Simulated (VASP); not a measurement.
# AlNi (Pm-3m) in VASP: notebook

AlNi is run at these levels: r2SCAN; tasks: single point.

All numbers are computed with VASP 6.6.1; they aren't measurements. Logs are shortened: lines on timing, memory, paths and dates and some standing lists are left out, and cuts for length are marked.

### Step 1. The cell of the first run

It takes space group Pm-3m (No. 221, cubic). The conventional cell has a = 2.863 Å, b = 2.863 Å, c = 2.863 Å, α = 90.00°, β = 90.00°, γ = 90.00°. Within 3.3 Å of Al (site symmetry m-3m) lie 8 Ni at 2.48 Å and 6 Al at 2.86 Å. Within 3.3 Å of Ni (site symmetry m-3m) lie 8 Al at 2.48 Å and 6 Ni at 2.86 Å.

### Step 2. Single point, r2SCAN

The input, POSCAR:

```
AlNi
1.0
    2.8631691193      0.0000000000      0.0000000000
    0.0000000000      2.8631691193      0.0000000000
    0.0000000000      0.0000000000      2.8631691193
Al Ni
1 1
Direct
    0.0000000000      0.0000000000      0.0000000000
    0.5000000000      0.5000000000      0.5000000000
```

The input, INCAR.step1:

```
SYSTEM = AlNi
  PREC = Accurate
  ENCUT = 520
  ISMEAR = 0
  SIGMA = 0.1
  LREAL = .False.
  LASPH = .True.
  NELM = 100
  NBANDS = 14
  GGA = PE
  ALGO = Normal
  EDIFF = 1E-4
  LWAVE = .True.
  LCHARG = .False.
```

The input, INCAR.step2:

```
SYSTEM = AlNi
  PREC = Accurate
  ENCUT = 520
  EDIFF = 1E-6
  ISMEAR = 0
  SIGMA = 0.1
  LREAL = .False.
  LASPH = .True.
  NELM = 100
  ALGO = Normal
  ISIF = 2
  LWAVE = .False.
  LCHARG = .False.
  METAGGA = R2SCAN
  LMIXTAU = .True.
  NBANDS = 14
  ISTART = 1
```

The input, KPOINTS:

```
Automatic mesh
0
Gamma
  14 14 14
  0 0 0
```

Potentials or basis: VASP PAW PBE potentials, release 64 (Al, Ni).

On the command line:

```
$ cat potpaw_PBE.64/Al/POTCAR potpaw_PBE.64/Ni/POTCAR > POTCAR
$ cp INCAR.step1 INCAR
$ mpirun -np 1 vasp_std > vasp.out
$ cp INCAR.step2 INCAR
$ mpirun -np 1 vasp_std > vasp.out
```

OUTCAR:

```text
SYSTEM = AlNi
   PREC = Accurate
   ENCUT = 520
   EDIFF = 1E-6
   ISMEAR = 0
   LREAL = .False.
   LASPH = .True.
   NELM = 100
   ISIF = 2
   METAGGA = R2SCAN
   ISTART = 1

 ion  position               nearest neighbor table
   1  0.000  0.000  0.000-   2 2.48   2 2.48   2 2.48   2 2.48   2 2.48   2 2.48   2 2.48   2 2.48

   2  0.500  0.500  0.500-   1 2.48   1 2.48   1 2.48   1 2.48   1 2.48   1 2.48   1 2.48   1 2.48

  LATTYP: Found a simple cubic cell.
 ALAT       =     2.8631691193

  Lattice vectors:

 A1 = (   2.8631691193,   0.0000000000,   0.0000000000)
 A2 = (   0.0000000000,   2.8631691193,   0.0000000000)
 A3 = (   0.0000000000,   0.0000000000,   2.8631691193)

Analysis of symmetry for initial positions (statically):
=====================================================================
 Subroutine PRICEL returns:
 Original cell was already a primitive cell.

 Routine SETGRP: Setting up the symmetry group for a
 simple cubic supercell.

 Subroutine GETGRP returns: Found 48 space group operations
 (whereof 48 operations were pure point group operations)
 out of a pool of 48 trial point group operations.

The static configuration has the point symmetry O_h .

Analysis of symmetry for dynamics (positions and initial velocities):
=====================================================================
 Subroutine PRICEL returns:
 Original cell was already a primitive cell.

 Routine SETGRP: Setting up the symmetry group for a
 simple cubic supercell.

 Subroutine GETGRP returns: Found 48 space group operations
 (whereof 48 operations were pure point group operations)
 out of a pool of 48 trial point group operations.

The dynamic configuration has the point symmetry O_h .

 Subroutine INISYM returns: Found 48 space group operations
 (whereof 48 operations are pure point group operations),
 and found     1 'primitive' translations

----------------------------------------------------------------------------------------

                                     Primitive cell

  volume of cell :      23.4715

  direct lattice vectors                    reciprocal lattice vectors
     2.863169119  0.000000000  0.000000000     0.349263337  0.000000000  0.000000000
     0.000000000  2.863169119  0.000000000     0.000000000  0.349263337  0.000000000
     0.000000000  0.000000000  2.863169119     0.000000000  0.000000000  0.349263337

  length of vectors
     2.863169119  2.863169119  2.863169119     0.349263337  0.349263337  0.349263337

[... 85 lines left out ...]
   NFREE  =      0    steps in history (QN), initial steepest desc. (CG)
   ISIF   =      2    stress and relaxation
   ISYM   =      2    0-nonsym 1-usesym 2-fastsym
   POTIM  = 0.5000    time-step for ionic-motion
   TEBEG  =    0.0;   TEEND  =   0.0 temperature during run
   PSTRESS=    0.0 pullay stress
   NELECT =      13.0000    total number of electrons
   NUPDOWN=      -1.0000    fix difference up-down
   EMIN   =  10.00;   EMAX   =-10.00  energy-range for DOS
   EFERMI =   0.00;   METHOD = LEGACY
   ISMEAR =     0;   SIGMA  =   0.10  broadening in eV -4-tet -1-fermi 0-gaus
   EFERMI_NEDOS =   21; number of points for ismear=-14 and -15
   IALGO  =     38    algorithm
   IMIX   =      4    mixing-type and parameters
     AMIX     =   0.40;   BMIX     =  1.00
     AMIX_MAG =   1.60;   BMIX_MAG =  1.00
  volume/ion in A,a.u.               =      11.74        79.20
  Fermi-wavevector in a.u.,A,eV,Ry     =   1.344443  2.540628 24.592885  1.807526
  Thomas-Fermi vector in A             =   2.472436
   LORBIT       =      0    0 simple, 1 ext, 2 COOP (PROOUT), +10 PAW based schemes
   METAGGA = R2SCAN    functional components
   LHFCALC =     F    Hartree Fock is set to
   AEXX    =    0.0000 exact exchange contribution
   IVDW    =     0    specifies the selected vdW correction
   LEPSILON=     F    determine dielectric tensor
   LRPA    =     F    only Hartree local field effects (RPA)
 non-spin polarized calculation
 Gauss-broadening in eV      SIGMA  =   0.10
  energy-cutoff  :      520.00
  volume of cell :       23.47
 maximum number of plane-waves:       655
 NGX is ok and might be reduce to    24
   NGX = 11   NGY = 11   NGZ = 11

 number of electron      13.0000011 magnetization

 Free energy of the ion-electron system (eV)
  ---------------------------------------------------
  ext. energy  EPLUGINS =         0.00000000
  ---------------------------------------------------
  free energy    TOTEN  =       -20.06867449 eV

  energy without entropy =      -20.06357648  energy(sigma->0) =      -20.06612549

 E-fermi :  10.1052     XC(G=0): -13.1114

 val. band max:       10.0940189075   @ k =   0.5000   0.5000   0.2857
 cond. band min:      10.1102572505   @ k =   0.3571   0.2143   0.0714
 fundamental gap:      0.0162383431
 Fermi energy:        10.1052390618

 k-point     1 :       0.0000    0.0000    0.0000
  band No.  band energies     occupation
      1      -1.7203      2.00000
      2       6.6977      2.00000
      3       6.6977      2.00000
      4       8.4930      2.00000
      5       8.4930      2.00000
      6       8.4930      2.00000
      7      16.1110      0.00000
      8      16.1110      0.00000
      9      16.1110      0.00000
     10      18.5921      0.00000
     11      18.5921      0.00000
     12      25.5173      0.00000
     13      32.3903      0.00000
     14      32.3903      0.00000
[... 377 lines left out ...]
      1       1.5190      2.00000
      2       5.6130      2.00000
      3       7.0969      2.00000
      4       7.6719      2.00000
      5       7.9325      2.00000
      6       8.2884      2.00000
      7      10.0448      1.60701
      8      14.1754      0.00000
      9      18.4528      0.00000
     10      19.9776      0.00000
     11      22.5561      0.00000
     12      24.9775      0.00000
     13      27.3213      0.00000
     14      29.0053      0.00000

 [... further k-points ...]
[... 5 lines left out ...]
  --------------------------------------------------------------------------------------
  -------------------------------------------------------------------------------------
  Total       -0.0253755     -0.0253755     -0.0253755     -0.0000000      0.0000000     -0.0000000
  in kB       -1.7321447     -1.7321447     -1.7321447     -0.0000000      0.0000000     -0.0000000
  external PRESSURE =      -1.7321447 kB  Pullay stress =       0.0000000 kB

 VOLUME and BASIS-vectors are now :
 -----------------------------------------------------------------------------
  energy-cutoff  :      520.00
  volume of cell :       23.47
      direct lattice vectors                 reciprocal lattice vectors
     2.863169119  0.000000000  0.000000000     0.349263337  0.000000000  0.000000000
     0.000000000  2.863169119  0.000000000     0.000000000  0.349263337  0.000000000
     0.000000000  0.000000000  2.863169119     0.000000000  0.000000000  0.349263337

 POSITION                                       TOTAL-FORCE (eV/Angst)
 -----------------------------------------------------------------------------------
      0.00000      0.00000      0.00000         0.000000      0.000000      0.000000
      1.43158      1.43158      1.43158         0.000000      0.000000      0.000000
 -----------------------------------------------------------------------------------
    total drift:                                0.000000      0.000000     -0.000000

  FREE ENERGIE OF THE ION-ELECTRON SYSTEM (eV)
  ---------------------------------------------------
  free  energy   TOTEN  =       -20.0686744911 eV

  energy  without entropy=      -20.0635764848  energy(sigma->0) =      -20.06612549
```

Run time: 64 s. Hardware: 1 thread of Intel Xeon Platinum 8488C (Sapphire Rapids), shared host; peak memory 0.17 GiB.

Results:

```yaml
Free_energy: -20.0687 eV
Pressure: -0.2 GPa
```

Levels at points of the mesh, in eV from the Fermi level:
| k point | band 5 | band 6 | band 7 | band 8 | band 9 | band 10 |
| --- | --- | --- | --- | --- | --- | --- |
| (0.00, 0.00, 0.00) | -1.61 | -1.61 | 6.01 | 6.01 | 6.01 | 8.49 |
| (0.50, 0.00, 0.00) | -2.36 | -1.52 | -0.63 | 8.70 | 10.68 | 10.68 |
| (0.50, 0.50, 0.00) | -2.18 | -2.18 | -1.02 | 1.65 | 2.83 | 13.53 |
| (0.50, 0.50, 0.50) | -0.99 | 2.05 | 2.05 | 2.05 | 4.67 | 4.74 |

Caveat: the PAW data sets were made with another functional, which shifts forces and pressure a little. Spin polarisation is off, so any magnetic state and its effect on volume and gap are missing.

### Step 3. Single point, r2SCAN (volume scaled by 1.03)

The input, POSCAR:

```
AlNi
1.0
    2.8915191721      0.0000000000      0.0000000000
    0.0000000000      2.8915191721      0.0000000000
    0.0000000000      0.0000000000      2.8915191721
Al Ni
1 1
Direct
    0.0000000000      0.0000000000      0.0000000000
    0.5000000000      0.5000000000      0.5000000000
```

The input, INCAR.step1:

```
PREC     = Accurate       # precision mode
ENCUT    = 520            # plane-wave cutoff, eV
ISMEAR   = 0              # smearing method
SIGMA    = 0.1            # smearing width, eV
LREAL    = F              # projectors in reciprocal space
LASPH    = T              # aspherical terms in the spheres
NELM     = 60             # most SCF steps
NBANDS   = 14             # bands
GGA      = PE             # functional
ALGO     = Normal         # electronic algorithm
EDIFF    = 1E-4           # SCF threshold, eV
LWAVE    = T              # write WAVECAR
LCHARG   = F              # write CHGCAR
```

The input, INCAR.step2:

```
PREC     = Accurate       # precision mode
ENCUT    = 520            # plane-wave cutoff, eV
EDIFF    = 1E-6           # SCF threshold, eV
ISMEAR   = 0              # smearing method
SIGMA    = 0.1            # smearing width, eV
LREAL    = F              # projectors in reciprocal space
LASPH    = T              # aspherical terms in the spheres
NELM     = 60             # most SCF steps
ALGO     = Normal         # electronic algorithm
ISIF     = 2              # what is computed and relaxed
LWAVE    = F              # write WAVECAR
LCHARG   = F              # write CHGCAR
METAGGA  = R2SCAN         # meta-GGA
LMIXTAU  = T            
NBANDS   = 14             # bands
ISTART   = 1
```

The input, KPOINTS:

```
Automatic mesh
0
Gamma
  14 14 14
```

Potentials or basis: VASP PAW PBE potentials, release 64 (Al, Ni).

On the command line:

```
$ cat potpaw_PBE.64/Al/POTCAR potpaw_PBE.64/Ni/POTCAR > POTCAR
$ cp INCAR.step1 INCAR
$ mpirun -np 1 vasp_std > vasp.out
$ cp INCAR.step2 INCAR
$ mpirun -np 1 vasp_std > vasp.out
```

Run time: 85 s. Hardware: 1 thread of Intel Xeon Platinum 8488C (Sapphire Rapids), shared host; peak memory 0.17 GiB.

The run converged. Its results:

```
Free energy : -20.0568 eV
Pressure    : -5.0 GPa
```

Levels at points of the mesh, in eV from the Fermi level:
| k point | band 5 | band 6 | band 7 | band 8 | band 9 | band 10 |
| --- | --- | --- | --- | --- | --- | --- |
| (0.00, 0.00, 0.00) | -1.55 | -1.55 | 5.87 | 5.87 | 5.87 | 8.39 |
| (0.50, 0.00, 0.00) | -2.26 | -1.46 | -0.61 | 8.66 | 10.53 | 10.53 |
| (0.50, 0.50, 0.00) | -2.09 | -2.09 | -0.99 | 1.60 | 2.68 | 13.18 |
| (0.50, 0.50, 0.50) | -0.96 | 2.08 | 2.08 | 2.08 | 4.39 | 4.61 |

Caveat: the PAW data sets were made with another functional, which shifts forces and pressure a little. Spin polarisation is off, so any magnetic state and its effect on volume and gap are missing.

### Step 4. Single point, r2SCAN (volume scaled by 1.06)

The input, POSCAR:

```
AlNi
1.0
    2.9193239468      0.0000000000      0.0000000000
    0.0000000000      2.9193239468      0.0000000000
    0.0000000000      0.0000000000      2.9193239468
Al Ni
1 1
Direct
    0.0000000000      0.0000000000      0.0000000000
    0.5000000000      0.5000000000      0.5000000000
```

The input, INCAR.step1:

```
SYSTEM = AlNi
ALGO = Normal
EDIFF = 1E-4
ENCUT = 520
GGA = PE
ISMEAR = 0
LASPH = .TRUE.
LCHARG = .FALSE.
LREAL = .FALSE.
LWAVE = .TRUE.
NBANDS = 14
NELM = 100
PREC = Accurate
SIGMA = 0.1
```

The input, INCAR.step2:

```
SYSTEM = AlNi
ALGO = Normal
EDIFF = 1E-6
ENCUT = 520
ISIF = 2
ISMEAR = 0
ISTART = 1
LASPH = .TRUE.
LCHARG = .FALSE.
LMIXTAU = .TRUE.
LREAL = .FALSE.
LWAVE = .FALSE.
METAGGA = R2SCAN
NBANDS = 14
NELM = 100
PREC = Accurate
SIGMA = 0.1
```

The input, KPOINTS:

```
k-points
0
G
  14 14 14
  0 0 0
```

On the command line:

```
$ cat potpaw_PBE.64/Al/POTCAR potpaw_PBE.64/Ni/POTCAR > POTCAR
$ cp INCAR.step1 INCAR
$ mpirun -np 1 vasp_std > vasp.out
$ cp INCAR.step2 INCAR
$ mpirun -np 1 vasp_std > vasp.out
```

It took 72 s on 1 thread of Intel Xeon Platinum 8488C (Sapphire Rapids), shared host; peak memory 0.17 GiB.

The run converged. Its results:

```yaml
Free_energy: -20.0251 eV
Pressure: -9.2 GPa
```

Levels at points of the mesh, in eV from the Fermi level:
```csv
k point,band 4,band 5,band 6,band 7,band 8,band 9,band 10,band 11
"(0.00, 0.00, 0.00)",-1.49,-1.49,-1.49,5.75,5.75,5.75,8.29,8.29
"(0.50, 0.00, 0.00)",-2.18,-2.18,-1.40,-0.59,8.62,10.38,10.38,11.24
"(0.50, 0.50, 0.00)",-2.96,-2.01,-2.01,-0.95,1.55,2.54,12.85,15.52
"(0.50, 0.50, 0.50)",-0.92,-0.92,2.10,2.10,2.10,4.12,4.49,4.49
```

Caveat: the PAW data sets were made with another functional, which shifts forces and pressure a little.

(Continued in part 2 of 2.)
